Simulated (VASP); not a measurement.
Here is a VASP 6.6.1 calculation.

File INCAR:

```
SYSTEM = Si
  PREC = Accurate
  ENCUT = 500
  EDIFF = 1E-6
  ISMEAR = -1
  SIGMA = 0.15
  LREAL = .False.
  LASPH = .True.
  NELM = 120
  ALGO = Normal
  ISIF = 2
  LWAVE = .False.
  LCHARG = .False.
  GGA = B5
  ALDAX = 1.0
  AGGAX = 1.0
  AGGAC = 1.0
  ALDAC = 0.0
  NBANDS = 8
  GGA_COMPAT = .False.
```

File KPOINTS:

```
regular mesh
0
Gamma
  13 13 13
  0 0 0
```

POSCAR

```
Si
1.0
   -1.6269150000      1.6269150000      1.3203300000
    1.6269150000     -1.6269150000      1.3203300000
    1.6269150000      1.6269150000     -1.3203300000
Si
1
Direct
    0.0000000000      0.0000000000      0.0000000000
```

Potentials or basis: VASP PAW PBE potentials, release 64 (Si).

Launch:

```console
$ cat potpaw_PBE.64/Si/POTCAR > POTCAR
$ mpirun -np 1 vasp_std > vasp.out
```

Problem. Predict the pressure.

Solution. 13.2 GPa.

Problem. Estimate the band gap on the k mesh.

Solution. Zero (bands 2 and 3 overlap by 12.98 eV).

Stress tensor (GPa, compression positive):
```
14.25  0.00  0.00
 0.00 14.25  0.00
 0.00  0.00 11.12
```

Caveat: the cell stands under pressure; the PAW data sets were made with another functional, which shifts forces and pressure a little.
